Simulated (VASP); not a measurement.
# Ca7F16 (a cell with a defect) in VASP: relaxation of the atoms with PBE

Aim: the relaxation of the atoms of Ca7F16 (a cell with a defect) with PBE.

All numbers are computed with VASP 6.6.1; they aren't measurements. Logs are shortened: lines on timing, memory, paths and dates and some standing lists are left out, and cuts for length are marked.

## 1. The cell of the first run

The cell holds a defect, 23 atoms: a = 7.724 Å, b = 7.724 Å, c = 7.724 Å, α = 60.00°, β = 60.00°, γ = 60.00°.

## 2. Relaxation of the atoms, PBE (atoms taken out)

File INCAR:

```
SYSTEM = Ca7F16
PREC = Accurate
ENCUT = 520
EDIFF = 1E-7
ISMEAR = -1
SIGMA = 0.01
LREAL = .FALSE.
LASPH = .TRUE.
NELM = 120
ALGO = Normal
ISIF = 2
LWAVE = .FALSE.
LCHARG = .FALSE.
GGA = PE
IBRION = 2
NSW = 60
EDIFFG = -0.03
NELECT = 184.0
GGA_COMPAT = .FALSE.
NELMIN = 4
KPAR = 4
```

File KPOINTS:

```
regular mesh
0
G
  3 3 3
  0 0 0
```

File POSCAR:

```
Ca7F16
1.0
    0.0000000000      5.4620000000      5.4620000000
    5.4620000000      0.0000000000      5.4620000000
    5.4620000000      5.4620000000      0.0000000000
Ca F
7 16
Direct
    0.0000000000      0.0000000000      0.5000000000
    0.0000000000      0.5000000000      0.0000000000
    0.0000000000      0.5000000000      0.5000000000
    0.5000000000      0.0000000000      0.0000000000
    0.5000000000      0.0000000000      0.5000000000
    0.5000000000      0.5000000000      0.0000000000
    0.5000000000      0.5000000000      0.5000000000
    0.1250000000      0.1250000000      0.1250000000
    0.1250000000      0.1250000000      0.6250000000
    0.1250000000      0.6250000000      0.1250000000
    0.1250000000      0.6250000000      0.6250000000
    0.6250000000      0.1250000000      0.1250000000
    0.6250000000      0.1250000000      0.6250000000
    0.6250000000      0.6250000000      0.1250000000
    0.6250000000      0.6250000000      0.6250000000
    0.3750000000      0.3750000000      0.3750000000
    0.3750000000      0.3750000000      0.8750000000
    0.3750000000      0.8750000000      0.3750000000
    0.3750000000      0.8750000000      0.8750000000
    0.8750000000      0.3750000000      0.3750000000
    0.8750000000      0.3750000000      0.8750000000
    0.8750000000      0.8750000000      0.3750000000
    0.8750000000      0.8750000000      0.8750000000
```

Potentials or basis: VASP PAW PBE potentials, release 64 (Ca_sv, F).

The run is started by

```sh
> cat potpaw_PBE.64/Ca_sv/POTCAR potpaw_PBE.64/F/POTCAR > POTCAR
> mpirun -np 4 vasp_std > vasp.out
```

OUTCAR:

```text
SYSTEM = Ca7F16
   PREC = Accurate
   ENCUT = 520
   EDIFF = 1E-7
   ISMEAR = -1
   LREAL = .FALSE.
   LASPH = .TRUE.
   NELM = 120
   ISIF = 2
   GGA = PE
   IBRION = 2
   NSW = 60
   EDIFFG = -0.03
   NELECT = 184.0
   NELMIN = 4

 ion  position               nearest neighbor table
   1  0.000  0.000  0.500-   8 2.37   9 2.37  11 2.37  13 2.37  18 2.37  20 2.37  22 2.37  23 2.37

   2  0.000  0.500  0.000-   8 2.37  10 2.37  11 2.37  14 2.37  17 2.37  20 2.37  21 2.37  23 2.37

   3  0.000  0.500  0.500-   9 2.37  10 2.37  11 2.37  15 2.37  16 2.37  20 2.37  21 2.37  22 2.37

   4  0.500  0.000  0.000-   8 2.37  12 2.37  13 2.37  14 2.37  17 2.37  18 2.37  19 2.37  23 2.37

   5  0.500  0.000  0.500-   9 2.37  12 2.37  13 2.37  15 2.37  16 2.37  18 2.37  19 2.37  22 2.37

   6  0.500  0.500  0.000-  10 2.37  12 2.37  14 2.37  15 2.37  16 2.37  17 2.37  19 2.37  21 2.37

   7  0.500  0.500  0.500-  11 2.37  13 2.37  14 2.37  15 2.37  16 2.37  17 2.37  18 2.37  20 2.37

   8  0.125  0.125  0.125-   1 2.37   2 2.37   4 2.37
   9  0.125  0.125  0.625-   1 2.37   3 2.37   5 2.37
  10  0.125  0.625  0.125-   2 2.37   3 2.37   6 2.37
  11  0.125  0.625  0.625-   1 2.37   2 2.37   3 2.37   7 2.37
  12  0.625  0.125  0.125-   4 2.37   5 2.37   6 2.37
  13  0.625  0.125  0.625-   1 2.37   4 2.37   5 2.37   7 2.37
  14  0.625  0.625  0.125-   2 2.37   4 2.37   6 2.37   7 2.37
  15  0.625  0.625  0.625-   3 2.37   5 2.37   6 2.37   7 2.37
  16  0.375  0.375  0.375-   3 2.37   5 2.37   6 2.37   7 2.37
  17  0.375  0.375  0.875-   2 2.37   4 2.37   6 2.37   7 2.37
  18  0.375  0.875  0.375-   1 2.37   4 2.37   5 2.37   7 2.37
  19  0.375  0.875  0.875-   4 2.37   5 2.37   6 2.37
  20  0.875  0.375  0.375-   1 2.37   2 2.37   3 2.37   7 2.37
  21  0.875  0.375  0.875-   2 2.37   3 2.37   6 2.37
  22  0.875  0.875  0.375-   1 2.37   3 2.37   5 2.37
  23  0.875  0.875  0.875-   1 2.37   2 2.37   4 2.37

  LATTYP: Found a face centered cubic cell.
 ALAT       =    10.9240000000

  Lattice vectors:

 A1 = (   0.0000000000,   5.4620000000,   5.4620000000)
 A2 = (   5.4620000000,   0.0000000000,   5.4620000000)
 A3 = (   5.4620000000,   5.4620000000,   0.0000000000)

Analysis of symmetry for initial positions (statically):
=====================================================================
 Subroutine PRICEL returns:
 Original cell was already a primitive cell.

 Routine SETGRP: Setting up the symmetry group for a
 face centered cubic supercell.

 Subroutine GETGRP returns: Found 48 space group operations
 (whereof 48 operations were pure point group operations)
 out of a pool of 48 trial point group operations.

The static configuration has the point symmetry O_h .

Analysis of symmetry for dynamics (positions and initial velocities):
=====================================================================
 Subroutine PRICEL returns:
 Original cell was already a primitive cell.

 Routine SETGRP: Setting up the symmetry group for a
 face centered cubic supercell.

 Subroutine GETGRP returns: Found 48 space group operations
 (whereof 48 operations were pure point group operations)
 out of a pool of 48 trial point group operations.

The dynamic configuration has the point symmetry O_h .

 Subroutine INISYM returns: Found 48 space group operations
 (whereof 48 operations are pure point group operations),
 and found     1 'primitive' translations

----------------------------------------------------------------------------------------

                                     Primitive cell

  volume of cell :     325.9005

  direct lattice vectors                    reciprocal lattice vectors
     0.000000000  5.462000000  5.462000000    -0.091541560  0.091541560  0.091541560
     5.462000000  0.000000000  5.462000000     0.091541560 -0.091541560  0.091541560
     5.462000000  5.462000000  0.000000000     0.091541560  0.091541560 -0.091541560

  length of vectors
     7.724434478  7.724434478  7.724434478     0.158554633  0.158554633  0.158554633

  position of ions in fractional coordinates (direct lattice)
     0.000000000  0.000000000  0.500000000
     0.000000000  0.500000000  0.000000000
     0.000000000  0.500000000  0.500000000
     0.500000000  0.000000000  0.000000000
     0.500000000  0.000000000  0.500000000
     0.500000000  0.500000000  0.000000000
[... 15 lines left out ...]
     0.875000000  0.875000000  0.375000000
     0.875000000  0.875000000  0.875000000

  ion indices of the primitive-cell ions
   primitive index   ion index
                 1           1
                 2           2
                 3           3
                 4           4
                 5           5
                 6           6
[... 15 lines left out ...]
                22          22
                23          23

----------------------------------------------------------------------------------------

 KPOINTS: regular mesh

Automatic generation of k-mesh.
 Grid dimensions read from file:
 generate k-points for:    3    3    3

 Generating k-lattice:

  Cartesian coordinates                     Fractional coordinates (reciprocal lattice)
    -0.030513853  0.030513853  0.030513853     0.333333333  0.000000000  0.000000000
     0.030513853 -0.030513853  0.030513853     0.000000000  0.333333333  0.000000000
     0.030513853  0.030513853 -0.030513853     0.000000000  0.000000000  0.333333333

  Length of vectors
     0.052851544  0.052851544  0.052851544

  Shift w.r.t. Gamma in fractional coordinates (k-lattice)
     0.000000000  0.000000000  0.000000000

 Subroutine IBZKPT returns following result:
 ===========================================

 Found      4 irreducible k-points:

 Following reciprocal coordinates:
            Coordinates               Weight
  0.000000  0.000000  0.000000      1.000000
  0.333333  0.000000  0.000000      8.000000
  0.333333  0.333333  0.000000      6.000000
 -0.333333  0.333333  0.000000     12.000000
   k-points           NKPTS =      4   k-points in BZ     NKDIM =      4   number of bands    NBANDS=    110
   number of dos      NEDOS =    301   number of ions     NIONS =     23
   total plane-waves  NPLWV = 216000
   dimension x,y,z NGX =    60 NGY =   60 NGZ =   60
   dimension x,y,z NGXF=   120 NGYF=  120 NGZF=  120
   ions per type =               7  16
   NGX,Y,Z   is equivalent  to a cutoff of  12.91, 12.91, 12.91 a.u.
   NGXF,Y,Z  is equivalent  to a cutoff of  25.83, 25.83, 25.83 a.u.
 SYSTEM =  Ca7F16
   PREC   = accura    normal or accurate (medium, high low for compatibility)
   ISTART =      0    job   : 0-new  1-cont  2-samecut
   ICHARG =      2    charge: 1-file 2-atom 10-const
   ISPIN  =      1    spin polarized calculation?
   LNONCOLLINEAR =      F non collinear calculations
   LSORBIT =      F    spin-orbit coupling
   LASPH  =      T    aspherical Exc in radial PAW
   ENCUT  =  520.0 eV  38.22 Ry    6.18 a.u.  14.36 14.36 14.36*2*pi/ulx,y,z
   NELM   =    120;   NELMIN=  4; NELMDL= -5     # of ELM steps
   EDIFF  = 0.1E-06   stopping-criterion for ELM
   LREAL  =      F    real-space projection
   EDIFFG = -.3E-01   stopping-criterion for IOM
   NSW    =     60    number of steps for IOM
   IBRION =      2    ionic relax: 0-MD 1-quasi-New 2-CG
   NFREE  =      1    steps in history (QN), initial steepest desc. (CG)
   ISIF   =      2    stress and relaxation
   ISYM   =      2    0-nonsym 1-usesym 2-fastsym
   POTIM  = 0.5000    time-step for ionic-motion
   TEBEG  =    0.0;   TEEND  =   0.0 temperature during run
   PSTRESS=    0.0 pullay stress
   NELECT =     184.0000    total number of electrons
   NUPDOWN=      -1.0000    fix difference up-down
   EMIN   =  10.00;   EMAX   =-10.00  energy-range for DOS
   EFERMI =   0.00;   METHOD = LEGACY
   ISMEAR =    -1;   SIGMA  =   0.01  broadening in eV -4-tet -1-fermi 0-gaus
   EFERMI_NEDOS =   21; number of points for ismear=-14 and -15
   IALGO  =     38    algorithm
   IMIX   =      4    mixing-type and parameters
     AMIX     =   0.40;   BMIX     =  1.00
     AMIX_MAG =   1.60;   BMIX_MAG =  1.00
  volume/ion in A,a.u.               =      14.17        95.62
  Fermi-wavevector in a.u.,A,eV,Ry     =   1.353066  2.556925 24.909389  1.830788
  Thomas-Fermi vector in A             =   2.480353
   LORBIT       =      0    0 simple, 1 ext, 2 COOP (PROOUT), +10 PAW based schemes
   GGA     = PE    functional components
   LHFCALC =     F    Hartree Fock is set to
   AEXX    =    0.0000 exact exchange contribution
   IVDW    =     0    specifies the selected vdW correction
   LEPSILON=     F    determine dielectric tensor
   LRPA    =     F    only Hartree local field effects (RPA)
 conjugate gradient relaxation of ions
 non-spin polarized calculation
  energy-cutoff  :      520.00
  volume of cell :      325.90
 maximum number of plane-waves:      8801
 NGX is ok and might be reduce to    60
   NGX = 29   NGY = 29   NGZ = 29

--------------------------------------- Ionic step        1  -------------------------------------------

 number of electron     183.9999896 magnetization

 Free energy of the ion-electron system (eV)
  ---------------------------------------------------
  ext. energy  EPLUGINS =         0.00000000
  ---------------------------------------------------
  free energy    TOTEN  =      -125.32148041 eV

  energy without entropy =     -125.32148041  energy(sigma->0) =     -125.32148041

------------------------ aborting loop because EDIFF is reached ----------------------------------------

  FORCE on cell =-STRESS in cart. coord.  units (eV):
  Direction    XX          YY          ZZ          XY          YZ          ZX
  --------------------------------------------------------------------------------------
  -------------------------------------------------------------------------------------
  Total       13.4899869     13.4899869     13.4899869      0.0000000      0.0000000     -0.0000000
  in kB       66.3188560     66.3188560     66.3188560      0.0000000      0.0000000     -0.0000000
  external PRESSURE =      66.3188560 kB  Pullay stress =       0.0000000 kB
[... 270 lines left out ...]
  energy  without entropy=     -126.2930035510  energy(sigma->0) =     -126.29300355

--------------------------------------- Ionic step        6  -------------------------------------------

 number of electron     184.0000064 magnetization

 Free energy of the ion-electron system (eV)
  ---------------------------------------------------
  ext. energy  EPLUGINS =         0.00000000
  ---------------------------------------------------
  free energy    TOTEN  =      -126.29541016 eV

  energy without entropy =     -126.29541016  energy(sigma->0) =     -126.29541016

 E-fermi :  -1.0671     XC(G=0):  -9.3434

 val. band max:       -1.3391365978   @ k =   0.0000   0.0000   0.0000
 cond. band min:       5.7401226227   @ k =   0.0000   0.0000   0.0000
 fundamental gap:      7.0792592206
 Fermi energy:        -1.0671135132

 k-point     1 :       0.0000    0.0000    0.0000
  band No.  band energies     occupation
      1     -37.7411      2.00000
      2     -37.7154      2.00000
      3     -37.7154      2.00000
      4     -37.7154      2.00000
      5     -37.7036      2.00000
      6     -37.7036      2.00000
[... 417 lines left out ...]
    103       7.8269      0.00000
    104       7.8449      0.00000
 [bands above 104 left out]

------------------------ aborting loop because EDIFF is reached ----------------------------------------

  FORCE on cell =-STRESS in cart. coord.  units (eV):
  Direction    XX          YY          ZZ          XY          YZ          ZX
  --------------------------------------------------------------------------------------
  -------------------------------------------------------------------------------------
  Total       18.9683060     18.9683060     18.9683060      0.0000000      0.0000000     -0.0000000
  in kB       93.2511177     93.2511177     93.2511177      0.0000000      0.0000000     -0.0000000
  external PRESSURE =      93.2511177 kB  Pullay stress =       0.0000000 kB
[... 38 lines left out ...]
  FREE ENERGIE OF THE ION-ELECTRON SYSTEM (eV)
  ---------------------------------------------------
  free  energy   TOTEN  =      -126.2954101627 eV

  energy  without entropy=     -126.2954101627  energy(sigma->0) =     -126.29541016

 reached required accuracy - stopping structural energy minimisation
```

Wall time 5 min (4 MPI ranks of Intel Xeon Platinum 8488C (Sapphire Rapids), shared host); peak memory 0.58 GiB.

What came out:

| Property | Result |
| --- | --- |
| Free energy | -126.2954 eV |
| Energy gained by relaxing | 42.3 meV/atom |
| Ionic steps | 6 |
| Largest force after relaxing | 0.010 eV/Å |

Forces on the atoms (eV/Å):
```
Ca   0.000  0.000  0.000
Ca   0.000  0.000  0.000
Ca   0.000  0.000  0.000
Ca   0.000  0.000  0.000
Ca   0.000  0.000  0.000
Ca   0.000  0.000  0.000
Ca   0.000  0.000  0.000
F   -0.006 -0.006 -0.006
F    0.006  0.006 -0.006
F    0.006 -0.006  0.006
F    0.005 -0.005 -0.005
F   -0.006  0.006  0.006
F   -0.005  0.005 -0.005
F   -0.005 -0.005  0.005
F    0.005  0.005  0.005
F   -0.005 -0.005 -0.005
F    0.005  0.005 -0.005
F    0.005 -0.005  0.005
F    0.006 -0.006 -0.006
F   -0.005  0.005  0.005
F   -0.006  0.006 -0.006
F   -0.006 -0.006  0.006
F    0.006  0.006  0.006
```

The path:
```csv
step,energy change (eV),largest force (eV/Å),pressure (GPa)
1,0.0000,1.0691,6.63
2,-0.4328,0.7826,7.20
3,-0.9676,0.0903,9.06
4,-0.9717,0.0761,9.25
5,-0.9715,0.0873,9.31
6,-0.9739,0.0104,9.33
```

Final structure:
```
CELL_PARAMETERS angstrom
0.00000 5.46200 5.46200
5.46200 0.00000 5.46200
5.46200 5.46200 0.00000
ATOMIC_POSITIONS crystal
Ca 0.00000 0.00000 0.50000
Ca 0.00000 0.50000 0.00000
Ca 0.00000 0.50000 0.50000
Ca 0.50000 0.00000 0.00000
Ca 0.50000 0.00000 0.50000
Ca 0.50000 0.50000 0.00000
Ca 0.50000 0.50000 0.50000
F 0.13626 0.13626 0.13626
F 0.13626 0.13626 0.59123
F 0.13626 0.59123 0.13626
F 0.13621 0.62126 0.62126
F 0.59123 0.13626 0.13626
F 0.62126 0.13621 0.62126
F 0.62126 0.62126 0.13621
F 0.62126 0.62126 0.62126
F 0.37874 0.37874 0.37874
F 0.37874 0.37874 0.86379
F 0.37874 0.86379 0.37874
F 0.40877 0.86374 0.86374
F 0.86379 0.37874 0.37874
F 0.86374 0.40877 0.86374
F 0.86374 0.86374 0.40877
F 0.86374 0.86374 0.86374
```

Levels at points of the mesh, in eV from the Fermi level:
| k point | band 90 | band 91 | band 92 | band 93 | band 94 | band 95 |
| --- | --- | --- | --- | --- | --- | --- |
| (0.00, 0.00, 0.00) | -0.47 | -0.47 | -0.27 | 6.81 | 7.62 | 7.62 |

Caveat: the cell carries a net charge on a neutralising background, which shifts energy and pressure; the cell differs from its parent crystal (atoms taken out); the cell is charged against a uniform background, so pressure and absolute levels hang on convention.
